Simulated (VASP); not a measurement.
# CdSe (zincblende type) (F-43m) in VASP: a series of runs

Runs on CdSe (zincblende type). Level: PBE. Tasks: single point, relaxation of cell and atoms.

Everything below comes from runs of VASP 6.6.1. Logs are shortened: lines on timing, memory, paths and dates and some standing lists are left out, and cuts for length are marked.

## 1. The cell of the first run

It takes space group F-43m (No. 216, cubic). Conventional cell: a = 5.821 Å, b = 5.821 Å, c = 5.821 Å, α = 90.00°, β = 90.00°, γ = 90.00°. Cd (site symmetry -43m) has 4 Se at 2.52 Å within 3.3 Å. Within 3.3 Å of Se (site symmetry -43m) lie 4 Cd at 2.52 Å.

## 2. Single point, PBE

INCAR reads:

```
PREC = Accurate ; ENCUT = 520
EDIFF = 1E-7 ; ISMEAR = -1
SIGMA = 0.08 ; LREAL = F
LASPH = T ; NELM = 60
ALGO = Normal ; ISIF = 2
LWAVE = F ; LCHARG = F
GGA = PE ; NBANDS = 16
```

KPOINTS reads:

```
regular mesh
0
Gamma
  11 11 11
```

POSCAR reads:

```
CdSe
1.0
    0.0000000000      2.9103530355      2.9103530355
    2.9103530355      0.0000000000      2.9103530355
    2.9103530355      2.9103530355      0.0000000000
Cd Se
1 1
Direct
    0.0000000000      0.0000000000      0.0000000000
    0.2500000000      0.2500000000      0.2500000000
```

Potentials or basis: VASP PAW PBE potentials, release 64 (Cd, Se).

Run with:

```console
> cat potpaw_PBE.64/Cd/POTCAR potpaw_PBE.64/Se/POTCAR > POTCAR
> mpirun -np 1 vasp_std > vasp.out
```

OUTCAR:

```text
PREC = Accurate
   ENCUT = 520
   EDIFF = 1E-7
   ISMEAR = -1
   LREAL = F
   LASPH = T
   NELM = 60
   ISIF = 2
   GGA = PE

 ion  position               nearest neighbor table
   1  0.000  0.000  0.000-   2 2.52   2 2.52   2 2.52   2 2.52
   2  0.250  0.250  0.250-   1 2.52   1 2.52   1 2.52   1 2.52

  LATTYP: Found a face centered cubic cell.
 ALAT       =     5.8207060710

  Lattice vectors:

 A1 = (   0.0000000000,   2.9103530355,   2.9103530355)
 A2 = (   2.9103530355,   0.0000000000,   2.9103530355)
 A3 = (   2.9103530355,   2.9103530355,   0.0000000000)

Analysis of symmetry for initial positions (statically):
=====================================================================
 Subroutine PRICEL returns:
 Original cell was already a primitive cell.

 Routine SETGRP: Setting up the symmetry group for a
 face centered cubic supercell.

 Subroutine GETGRP returns: Found 24 space group operations
 (whereof 24 operations were pure point group operations)
 out of a pool of 48 trial point group operations.

The static configuration has the point symmetry T_d .

Analysis of symmetry for dynamics (positions and initial velocities):
=====================================================================
 Subroutine PRICEL returns:
 Original cell was already a primitive cell.

 Routine SETGRP: Setting up the symmetry group for a
 face centered cubic supercell.

 Subroutine GETGRP returns: Found 24 space group operations
 (whereof 24 operations were pure point group operations)
 out of a pool of 48 trial point group operations.

The dynamic configuration has the point symmetry T_d .

 Subroutine INISYM returns: Found 24 space group operations
 (whereof 24 operations are pure point group operations),
 and found     1 'primitive' translations

----------------------------------------------------------------------------------------

                                     Primitive cell

  volume of cell :      49.3023

  direct lattice vectors                    reciprocal lattice vectors
     0.000000000  2.910353036  2.910353036    -0.171800463  0.171800463  0.171800463
     2.910353036  0.000000000  2.910353036     0.171800463 -0.171800463  0.171800463
     2.910353036  2.910353036  0.000000000     0.171800463  0.171800463 -0.171800463

  length of vectors
     4.115860734  4.115860734  4.115860734     0.297567131  0.297567131  0.297567131

  position of ions in fractional coordinates (direct lattice)
     0.000000000  0.000000000  0.000000000
     0.250000000  0.250000000  0.250000000

  ion indices of the primitive-cell ions
   primitive index   ion index
                 1           1
                 2           2

----------------------------------------------------------------------------------------

 KPOINTS: regular mesh

Automatic generation of k-mesh.
 Grid dimensions read from file:
 generate k-points for:   11   11   11

 Generating k-lattice:

  Cartesian coordinates                     Fractional coordinates (reciprocal lattice)
    -0.015618224  0.015618224  0.015618224     0.090909091  0.000000000  0.000000000
     0.015618224 -0.015618224  0.015618224     0.000000000  0.090909091  0.000000000
     0.015618224  0.015618224 -0.015618224     0.000000000  0.000000000  0.090909091

  Length of vectors
     0.027051557  0.027051557  0.027051557

  Shift w.r.t. Gamma in fractional coordinates (k-lattice)
     0.000000000  0.000000000  0.000000000

 Subroutine IBZKPT returns following result:
 ===========================================

 Found     56 irreducible k-points:

 Following reciprocal coordinates:
            Coordinates               Weight
  0.000000  0.000000  0.000000      1.000000
  0.090909  0.000000  0.000000      8.000000
  0.181818  0.000000  0.000000      8.000000
  0.272727  0.000000  0.000000      8.000000
  0.363636  0.000000  0.000000      8.000000
  0.454545  0.000000  0.000000      8.000000
[... 16 lines left out ...]
 -0.272727  0.181818  0.000000     24.000000
 -0.181818  0.181818  0.000000     12.000000
 [... further k-points ...]
   k-points           NKPTS =     56   k-points in BZ     NKDIM =     56   number of bands    NBANDS=     16
   number of dos      NEDOS =    301   number of ions     NIONS =      2
   total plane-waves  NPLWV =  32768
   dimension x,y,z NGX =    32 NGY =   32 NGZ =   32
   dimension x,y,z NGXF=    64 NGYF=   64 NGZF=   64
   ions per type =               1   1
   NGX,Y,Z   is equivalent  to a cutoff of  12.93, 12.93, 12.93 a.u.
   NGXF,Y,Z  is equivalent  to a cutoff of  25.85, 25.85, 25.85 a.u.
 SYSTEM =  unknown system
   PREC   = accura    normal or accurate (medium, high low for compatibility)
   ISTART =      0    job   : 0-new  1-cont  2-samecut
   ICHARG =      2    charge: 1-file 2-atom 10-const
   ISPIN  =      1    spin polarized calculation?
   LNONCOLLINEAR =      F non collinear calculations
   LSORBIT =      F    spin-orbit coupling
   LASPH  =      T    aspherical Exc in radial PAW
   ENCUT  =  520.0 eV  38.22 Ry    6.18 a.u.   7.65  7.65  7.65*2*pi/ulx,y,z
   NELM   =     60;   NELMIN=  2; NELMDL= -5     # of ELM steps
   EDIFF  = 0.1E-06   stopping-criterion for ELM
   LREAL  =      F    real-space projection
   EDIFFG = 0.1E-05   stopping-criterion for IOM
   NSW    =      0    number of steps for IOM
   IBRION =     -1    ionic relax: 0-MD 1-quasi-New 2-CG
   NFREE  =      0    steps in history (QN), initial steepest desc. (CG)
   ISIF   =      2    stress and relaxation
   ISYM   =      2    0-nonsym 1-usesym 2-fastsym
   POTIM  = 0.5000    time-step for ionic-motion
   TEBEG  =    0.0;   TEEND  =   0.0 temperature during run
   PSTRESS=    0.0 pullay stress
   NELECT =      18.0000    total number of electrons
   NUPDOWN=      -1.0000    fix difference up-down
   EMIN   =  10.00;   EMAX   =-10.00  energy-range for DOS
   EFERMI =   0.00;   METHOD = LEGACY
   ISMEAR =    -1;   SIGMA  =   0.08  broadening in eV -4-tet -1-fermi 0-gaus
   EFERMI_NEDOS =   21; number of points for ismear=-14 and -15
   IALGO  =     38    algorithm
   IMIX   =      4    mixing-type and parameters
     AMIX     =   0.40;   BMIX     =  1.00
     AMIX_MAG =   1.60;   BMIX_MAG =  1.00
  volume/ion in A,a.u.               =      24.65       166.35
  Fermi-wavevector in a.u.,A,eV,Ry     =   1.170065  2.211102 18.627085  1.369052
  Thomas-Fermi vector in A             =   2.306529
   LORBIT       =      0    0 simple, 1 ext, 2 COOP (PROOUT), +10 PAW based schemes
   GGA     = PE    functional components
   LHFCALC =     F    Hartree Fock is set to
   AEXX    =    0.0000 exact exchange contribution
   IVDW    =     0    specifies the selected vdW correction
   LEPSILON=     F    determine dielectric tensor
   LRPA    =     F    only Hartree local field effects (RPA)
 non-spin polarized calculation
  energy-cutoff  :      520.00
  volume of cell :       49.30
 maximum number of plane-waves:      1363
   NGX = 15   NGY = 15   NGZ = 15

 number of electron      18.0000005 magnetization

 Free energy of the ion-electron system (eV)
  ---------------------------------------------------
  ext. energy  EPLUGINS =         0.00000000
  ---------------------------------------------------
  free energy    TOTEN  =        -5.12979051 eV

  energy without entropy =       -5.12976563  energy(sigma->0) =       -5.12977807

 E-fermi :   2.6371     XC(G=0):  -9.5022

 val. band max:        2.0961626096   @ k =   0.0000   0.0000   0.0000
 cond. band min:       2.9749077800   @ k =   0.0000   0.0000   0.0000
 fundamental gap:      0.8787451704
 Fermi energy:         2.6371492862

 k-point     1 :       0.0000    0.0000    0.0000
  band No.  band energies     occupation
      1     -11.3434      2.00000
      2      -6.3956      2.00000
      3      -6.3956      2.00000
      4      -6.3956      2.00000
      5      -5.8578      2.00000
      6      -5.8578      2.00000
[... 8 lines left out ...]
     15      13.4874      0.00000
     16      13.4874      0.00000

 k-point     2 :       0.0909    0.0000    0.0000
  band No.  band energies     occupation
      1     -11.3045      2.00000
      2      -6.3823      2.00000
      3      -6.3823      2.00000
      4      -6.3686      2.00000
      5      -5.8589      2.00000
      6      -5.8589      2.00000
[... 8 lines left out ...]
     15      12.8427      0.00000
     16      12.8774      0.00000

 k-point     3 :       0.1818    0.0000    0.0000
  band No.  band energies     occupation
      1     -11.1991      2.00000
      2      -6.3483      2.00000
      3      -6.3483      2.00000
      4      -6.2753      2.00000
      5      -5.8595      2.00000
      6      -5.8595      2.00000
[... 8 lines left out ...]
     15      12.3198      0.00000
     16      12.8172      0.00000

 k-point     4 :       0.2727    0.0000    0.0000
  band No.  band energies     occupation
      1     -11.0591      2.00000
      2      -6.3088      2.00000
      3      -6.3088      2.00000
      4      -6.0880      2.00000
      5      -5.8532      2.00000
      6      -5.8532      2.00000
[... 8 lines left out ...]
     15      12.4354      0.00000
     16      12.4354      0.00000
[... 324 lines left out ...]
 k-point    22 :      -0.3636    0.1818    0.0000
  band No.  band energies     occupation
      1     -10.8091      2.00000
      2      -6.2340      2.00000
      3      -6.2103      2.00000
      4      -5.8702      2.00000
      5      -5.8513      2.00000
      6      -5.4657      2.00000
[... 8 lines left out ...]
     15      13.2373      0.00000
     16      14.5101      0.00000

 k-point    23 :      -0.2727    0.1818    0.0000
  band No.  band energies     occupation
      1     -10.8945      2.00000
      2      -6.2456      2.00000
      3      -6.2437      2.00000
      4      -5.9137      2.00000
      5      -5.8745      2.00000
      6      -5.7070      2.00000
[... 8 lines left out ...]
     15      14.0470      0.00000
     16      15.0766      0.00000

 k-point    24 :      -0.1818    0.1818    0.0000
  band No.  band energies     occupation
      1     -11.0129      2.00000
      2      -6.2915      2.00000
      3      -6.2695      2.00000
      4      -6.0707      2.00000
      5      -5.8817      2.00000
      6      -5.8102      2.00000
[... 8 lines left out ...]
     15      13.4659      0.00000
     16      14.8645      0.00000

 [... further k-points ...]

------------------------ aborting loop because EDIFF is reached ----------------------------------------

  FORCE on cell =-STRESS in cart. coord.  units (eV):
  Direction    XX          YY          ZZ          XY          YZ          ZX
  --------------------------------------------------------------------------------------
  -------------------------------------------------------------------------------------
  Total        4.1766818      4.1766818      4.1766818      0.0000000      0.0000000      0.0000000
  in kB      135.7297201    135.7297201    135.7297201      0.0000000      0.0000000      0.0000000
  external PRESSURE =     135.7297201 kB  Pullay stress =       0.0000000 kB

 VOLUME and BASIS-vectors are now :
 -----------------------------------------------------------------------------
  energy-cutoff  :      520.00
  volume of cell :       49.30
      direct lattice vectors                 reciprocal lattice vectors
     0.000000000  2.910353036  2.910353036    -0.171800463  0.171800463  0.171800463
     2.910353036  0.000000000  2.910353036     0.171800463 -0.171800463  0.171800463
     2.910353036  2.910353036  0.000000000     0.171800463  0.171800463 -0.171800463

 POSITION                                       TOTAL-FORCE (eV/Angst)
 -----------------------------------------------------------------------------------
      0.00000      0.00000      0.00000         0.000000      0.000000      0.000000
      1.45518      1.45518      1.45518        -0.000000     -0.000000     -0.000000
 -----------------------------------------------------------------------------------
    total drift:                               -0.000000     -0.000000     -0.000000

  FREE ENERGIE OF THE ION-ELECTRON SYSTEM (eV)
  ---------------------------------------------------
  free  energy   TOTEN  =        -5.1297905103 eV

  energy  without entropy=       -5.1297656279  energy(sigma->0) =       -5.12977807
```

Run time: 24 s. Hardware: 1 thread of Intel Xeon Platinum 8559C (Emerald Rapids), shared host; peak memory 0.2 GiB.

Results:

* Free energy: -5.1298 eV
* Pressure: 13.6 GPa
* Band gap on the k mesh: 0.88 eV, direct

Expect the measured gap to be larger: semilocal functionals such as PBE lack the derivative discontinuity.

(Continued in part 2 of 2.)
